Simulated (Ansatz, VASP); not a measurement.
# CaS: VASP beside Ansatz

```
CELL_PARAMETERS angstrom
0.00000 2.85590 2.85590
2.85590 0.00000 2.85590
2.85590 2.85590 0.00000
ATOMIC_POSITIONS crystal
Ca 0.00000 0.00000 0.00000
S 0.50000 0.50000 0.50000
```

Alike in both runs: task single point; functional PBE; k mesh 8 × 8 × 8; occupations gaussian, width 0.01 eV; no spin polarisation.

|  | VASP | Ansatz |
| --- | --- | --- |
| version | VASP 6.6.1 | Ansatz 0.2.0 |
| potentials or method | VASP PAW PBE potentials, release 64 (Ca_sv, S), cutoff 500 eV | scalar-relativistic, plane waves, PAW |
| valence electrons in the cell | 16 | 16 |

```csv
,VASP,Ansatz,Ansatz less VASP
gap on the k mesh at the Fermi level (eV),2.38,2.38,+0.005
least direct gap on the mesh (eV),3.18,3.18,+0.005
pressure (GPa),0.1,0.0,-0.14
```
